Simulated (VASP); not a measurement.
# GaAs (P6_3/mmc) in VASP: further runs

GaAs is run at these levels: r2SCAN+rVV10; tasks: single point, relaxation of cell and atoms.

Everything below comes from runs of VASP 6.6.1. Logs are shortened: lines on timing, memory, paths and dates and some standing lists are left out, and cuts for length are marked.

### 1 The cell of the first run

It takes space group P6_3/mmc (No. 194, hexagonal). The conventional cell has a = 4.238 Å, b = 4.238 Å, c = 5.730 Å, α = 90.00°, β = 90.00°, γ = 120.00°. Within 3.2 Å of Ga (site symmetry -6m2) lie 5 As at 2.45 to 2.86 Å. Within 3.2 Å of As (site symmetry -6m2) lie 5 Ga at 2.45 to 2.86 Å.

### 2 Single point, r2SCAN+rVV10

The input, POSCAR:

```
GaAs
1.0
    4.2383119517      0.0000000000      0.0000000000
   -2.1191559759      3.6704858194      0.0000000000
    0.0000000000      0.0000000000      5.7295539459
Ga As
2 2
Direct
    0.3333333333      0.6666666667      0.2500000000
    0.6666666667      0.3333333333      0.7500000000
    0.6666666667      0.3333333333      0.2500000000
    0.3333333333      0.6666666667      0.7500000000
```

The input, INCAR.step1:

```
ALGO = Normal
EDIFF = 1E-4
ENCUT = 520
GGA = PE
ISMEAR = -1
LASPH = T
LCHARG = F
LREAL = F
LWAVE = T
NBANDS = 26
NELM = 80
PREC = Accurate
SIGMA = 0.03
```

The input, INCAR.step2:

```
ALGO = Normal
BPARAM = 11.95
CPARAM = 0.0093
EDIFF = 1E-6
ENCUT = 520
ISIF = 2
ISMEAR = -1
ISTART = 1
IVDW_NL = 2
LASPH = T
LCHARG = F
LMIXTAU = T
LREAL = F
LUSE_VDW = T
LWAVE = F
METAGGA = R2SCAN
NBANDS = 26
NELM = 80
PREC = Accurate
SIGMA = 0.03
```

The input, KPOINTS:

```
k-points
0
Gamma
  12 12 6
```

Potentials or basis: VASP PAW PBE potentials, release 64 (Ga_d, As).

Launch:

```bash
cat potpaw_PBE.64/Ga_d/POTCAR potpaw_PBE.64/As/POTCAR > POTCAR
cp INCAR.step1 INCAR
mpirun -np 1 vasp_std > vasp.out
cp INCAR.step2 INCAR
mpirun -np 1 vasp_std > vasp.out
```

OUTCAR:

```text
BPARAM = 11.95
   EDIFF = 1E-6
   ENCUT = 520
   ISIF = 2
   ISMEAR = -1
   ISTART = 1
   IVDW_NL = 2
   LASPH = T
   LREAL = F
   METAGGA = R2SCAN
   NELM = 80
   PREC = Accurate

 ion  position               nearest neighbor table
   1  0.333  0.667  0.250-   3 2.45   3 2.45   3 2.45   4 2.86   4 2.86
   2  0.667  0.333  0.750-   4 2.45   4 2.45   4 2.45   3 2.86   3 2.86
   3  0.667  0.333  0.250-   1 2.45   1 2.45   1 2.45   2 2.86   2 2.86
   4  0.333  0.667  0.750-   2 2.45   2 2.45   2 2.45   1 2.86   1 2.86

  LATTYP: Found a hexagonal cell.
 ALAT       =     4.2383119517
 C/A-ratio  =     1.3518480969

  Lattice vectors:

 A1 = (   4.2383119517,   0.0000000000,   0.0000000000)
 A2 = (  -2.1191559759,   3.6704858194,   0.0000000000)
 A3 = (   0.0000000000,   0.0000000000,   5.7295539459)

Analysis of symmetry for initial positions (statically):
=====================================================================
 Subroutine PRICEL returns:
 Original cell was already a primitive cell.

 Routine SETGRP: Setting up the symmetry group for a
 hexagonal supercell.

 Subroutine GETGRP returns: Found 24 space group operations
 (whereof 12 operations were pure point group operations)
 out of a pool of 24 trial point group operations.

The static configuration has the point symmetry D_3d.
 The point group associated with its full space group is D_6h.

Analysis of symmetry for dynamics (positions and initial velocities):
=====================================================================
 Subroutine PRICEL returns:
 Original cell was already a primitive cell.

 Routine SETGRP: Setting up the symmetry group for a
 hexagonal supercell.

 Subroutine GETGRP returns: Found 24 space group operations
 (whereof 12 operations were pure point group operations)
 out of a pool of 24 trial point group operations.

The dynamic configuration has the point symmetry D_3d.
 The point group associated with its full space group is D_6h.

 Subroutine INISYM returns: Found 24 space group operations
 (whereof 12 operations are pure point group operations),
 and found     1 'primitive' translations

----------------------------------------------------------------------------------------

                                     Primitive cell

  volume of cell :      89.1327

[... 91 lines left out ...]
   NELM   =     80;   NELMIN=  2; NELMDL=  0     # of ELM steps
   EDIFF  = 0.1E-05   stopping-criterion for ELM
   LREAL  =      F    real-space projection
   EDIFFG = 0.1E-04   stopping-criterion for IOM
   NSW    =      0    number of steps for IOM
   IBRION =     -1    ionic relax: 0-MD 1-quasi-New 2-CG
   NFREE  =      0    steps in history (QN), initial steepest desc. (CG)
   ISIF   =      2    stress and relaxation
   ISYM   =      2    0-nonsym 1-usesym 2-fastsym
   POTIM  = 0.5000    time-step for ionic-motion
   TEBEG  =    0.0;   TEEND  =   0.0 temperature during run
   PSTRESS=    0.0 pullay stress
   NELECT =      36.0000    total number of electrons
   NUPDOWN=      -1.0000    fix difference up-down
   EMIN   =  10.00;   EMAX   =-10.00  energy-range for DOS
   EFERMI =   0.00;   METHOD = LEGACY
   ISMEAR =    -1;   SIGMA  =   0.03  broadening in eV -4-tet -1-fermi 0-gaus
   EFERMI_NEDOS =   21; number of points for ismear=-14 and -15
   IALGO  =     38    algorithm
   IMIX   =      4    mixing-type and parameters
     AMIX     =   0.40;   BMIX     =  1.00
     AMIX_MAG =   1.60;   BMIX_MAG =  1.00
  volume/ion in A,a.u.               =      22.28       150.37
  Fermi-wavevector in a.u.,A,eV,Ry     =   1.210124  2.286803 19.924376  1.464400
  Thomas-Fermi vector in A             =   2.345680
   LORBIT       =      0    0 simple, 1 ext, 2 COOP (PROOUT), +10 PAW based schemes
   METAGGA = R2SCAN    functional components
   LHFCALC =     F    Hartree Fock is set to
   AEXX    =    0.0000 exact exchange contribution
   IVDW_NL    =     2    kernel type
   BPARAM     =11.9500
   IVDW    =     0    specifies the selected vdW correction
   LEPSILON=     F    determine dielectric tensor
   LRPA    =     F    only Hartree local field effects (RPA)
 non-spin polarized calculation
  energy-cutoff  :      520.00
  volume of cell :       89.13
 maximum number of plane-waves:      2422
 NGX is ok and might be reduce to    32
   NGX = 15   NGY = 15   NGZ = 21

 number of electron      36.0000013 magnetization

 Free energy of the ion-electron system (eV)
  ---------------------------------------------------
  ext. energy  EPLUGINS =         0.00000000
  ---------------------------------------------------
  free energy    TOTEN  =       -51.42376516 eV

  energy without entropy =      -51.41671382  energy(sigma->0) =      -51.42023949

 E-fermi :   4.0921     XC(G=0): -10.4465

 val. band max:        4.0752830286   @ k =   0.1667   0.0833   0.3333
 cond. band min:       4.0955296046   @ k =   0.0833   0.0833   0.3333
 fundamental gap:      0.0202465759
 Fermi energy:         4.0921391732

 k-point     1 :       0.0000    0.0000    0.0000
  band No.  band energies     occupation
      1     -11.6736      2.00000
      2     -11.5363      2.00000
      3     -11.5362      2.00000
      4     -11.5357      2.00000
      5     -11.5357      2.00000
      6     -11.5314      2.00000
[... 685 lines left out ...]
     25      11.1658      0.00000
     26      11.7897      0.00000

 [... further k-points ...]

------------------------ aborting loop because EDIFF is reached ----------------------------------------

  FORCE on cell =-STRESS in cart. coord.  units (eV):
  Direction    XX          YY          ZZ          XY          YZ          ZX
  --------------------------------------------------------------------------------------
  -------------------------------------------------------------------------------------
  Total       -0.1751722     -0.1751722      0.4707263      0.0000000      0.0000000      0.0000000
  in kB       -3.1487517     -3.1487517      8.4613912      0.0000000      0.0000000      0.0000000
  external PRESSURE =       0.7212959 kB  Pullay stress =       0.0000000 kB

 VOLUME and BASIS-vectors are now :
 -----------------------------------------------------------------------------
  energy-cutoff  :      520.00
  volume of cell :       89.13
      direct lattice vectors                 reciprocal lattice vectors
     4.238311952  0.000000000  0.000000000     0.235942991  0.136221750  0.000000000
    -2.119155976  3.670485819  0.000000000     0.000000000  0.272443499  0.000000000
     0.000000000  0.000000000  5.729553946     0.000000000  0.000000000  0.174533656

 POSITION                                       TOTAL-FORCE (eV/Angst)
 -----------------------------------------------------------------------------------
     -0.00000      2.44699      1.43239         0.000000     -0.000000     -0.000000
      2.11916      1.22350      4.29717        -0.000000      0.000000      0.000000
      2.11916      1.22350      1.43239         0.000000     -0.000000     -0.000000
     -0.00000      2.44699      4.29717         0.000000      0.000000     -0.000000
 -----------------------------------------------------------------------------------
    total drift:                                0.000000     -0.000000      0.000000

  FREE ENERGIE OF THE ION-ELECTRON SYSTEM (eV)
  ---------------------------------------------------
  free  energy   TOTEN  =       -51.4237651553 eV

  energy  without entropy=      -51.4167138170  energy(sigma->0) =      -51.42023949
```

OUTCAR.step1:

```text
EDIFF = 1E-4
   ENCUT = 520
   GGA = PE
   ISMEAR = -1
   LASPH = T
[... 926 lines left out ...]
     -0.00000      2.44699      1.43239         0.000000      0.000000      0.000000
      2.11916      1.22350      4.29717         0.000000     -0.000000     -0.000000
      2.11916      1.22350      1.43239        -0.000000      0.000000     -0.000000
     -0.00000      2.44699      4.29717         0.000000      0.000000     -0.000000
 -----------------------------------------------------------------------------------
    total drift:                                0.000000     -0.000000      0.000000

  FREE ENERGIE OF THE ION-ELECTRON SYSTEM (eV)
  ---------------------------------------------------
  free  energy   TOTEN  =       -15.1662435533 eV

  energy  without entropy=      -15.1585269019  energy(sigma->0) =      -15.16238523
```

Wall time 11 min (1 thread of AMD EPYC 7R13, shared host); peak memory 0.48 GiB.

What came out:

| Item | Value |
| --- | --- |
| Free energy | -51.4238 eV |
| Pressure | 0.1 GPa |
| Band gap on the k mesh | zero (bands 18 and 19 overlap by 1.38 eV) |

Stress tensor (GPa, compression positive):
```
-0.31  0.00  0.00
 0.00 -0.31  0.00
 0.00  0.00  0.85
```

Caveat: the PAW data sets were made with another functional, which shifts forces and pressure a little.

### 3 Relaxation of cell and atoms, r2SCAN+rVV10

This run uses another cell than the first one, of 22.23 Å³/atom.

The input, POSCAR:

```
GaAs
1.0
    4.2686121554      0.0000000000      0.0000000000
   -2.1343060777      3.6967265655      0.0000000000
    0.0000000000      0.0000000000      5.6339616743
Ga As
2 2
Direct
    0.3333333333      0.6666666667      0.2500000000
    0.6666666667      0.3333333333      0.7500000000
    0.6666666667      0.3333333333      0.2500000000
    0.3333333333      0.6666666667      0.7500000000
```

The input, INCAR.step1:

```
SYSTEM = GaAs
  PREC = Accurate
  ENCUT = 600
  ISMEAR = -1
  SIGMA = 0.03
  LREAL = .FALSE.
  LASPH = .TRUE.
  NELM = 80
  GGA = PE
  ALGO = Normal
  EDIFF = 1E-4
  LWAVE = .TRUE.
  LCHARG = .FALSE.
```

The input, INCAR.step2:

```
SYSTEM = GaAs
  PREC = Accurate
  ENCUT = 600
  EDIFF = 1E-6
  ISMEAR = -1
  SIGMA = 0.03
  LREAL = .FALSE.
  LASPH = .TRUE.
  NELM = 80
  ALGO = Normal
  ISIF = 3
  LWAVE = .FALSE.
  LCHARG = .FALSE.
  METAGGA = R2SCAN
  LMIXTAU = .TRUE.
  LUSE_VDW = .TRUE.
  IVDW_NL = 2
  BPARAM = 11.95
  CPARAM = 0.0093
  IBRION = 2
  NSW = 100
  EDIFFG = -0.01
  ISTART = 1
```

The input, KPOINTS:

```
Automatic mesh
0
G
  6 6 4
  0 0 0
```

Potentials or basis: VASP PAW PBE potentials, release 64 (Ga_d, As).

Launch:

```bash
cat potpaw_PBE.64/Ga_d/POTCAR potpaw_PBE.64/As/POTCAR > POTCAR
cp INCAR.step1 INCAR
mpirun -np 1 vasp_std > vasp.out
cp INCAR.step2 INCAR
mpirun -np 1 vasp_std > vasp.out
```

Wall time 23 min (1 thread of AMD EPYC 7R13, shared host); peak memory 0.48 GiB.

The run converged. Its results:

```yaml
Free_energy: -51.4594 eV
Relaxed_volume: 22.31 Å³/atom
Relaxed_cell: a = 4.242 Å, b = 4.242 Å, c = 5.726 Å, α = 90.00°, β = 90.00°, γ = 120.00°
Space_group_after_relaxing_to_0.1_Å: P6_3/mmc (No. 194)
Energy_gained_by_relaxing: 1.6 meV/atom
Ionic_steps: 6
Pressure_after_relaxing: 0.1 GPa
Band_gap_on_the_k_mesh: zero (bands 18 and 19 overlap by 1.09 eV)
```

Step by step:
```tsv
step	energy change (eV)	largest force (eV/Å)	pressure (GPa)	volume (Å³)
1	0.0000	0.0000	-0.08	88.90
2	-0.0043	0.0000	0.19	88.76
3	-0.0054	0.0000	0.40	88.65
4	-0.0055	0.0000	0.44	88.63
5	-0.0062	0.0000	-0.15	89.49
6	-0.0063	0.0000	0.05	89.22
```

Final structure:
```xyz
4
Lattice="4.2417 0.0000 0.0000 -2.1209 3.6734 0.0000 0.0000 0.0000 5.7263" Properties=species:S:1:pos:R:3 pbc="T T T"
Ga    0.0000    2.4490    1.4316
Ga    2.1209    1.2245    4.2947
As    2.1209    1.2245    1.4316
As    0.0000    2.4490    4.2947
```

Levels at points of the mesh, in eV from the Fermi level:
```tsv
k point	band 16	band 17	band 18	band 19	band 20	band 21
(0.00, 0.00, 0.00)	-2.46	-0.66	-0.66	0.55	0.83	3.03
(0.50, 0.00, 0.00)	-3.78	-2.06	-1.70	-0.36	2.64	5.48
(0.00, 0.00, 0.50)	-1.66	-1.66	-1.66	-0.06	-0.06	3.74
(0.50, 0.00, 0.50)	-2.93	-0.67	-0.67	1.44	1.44	2.94
```

Caveat: the PAW data sets were made with another functional, which shifts forces and pressure a little.
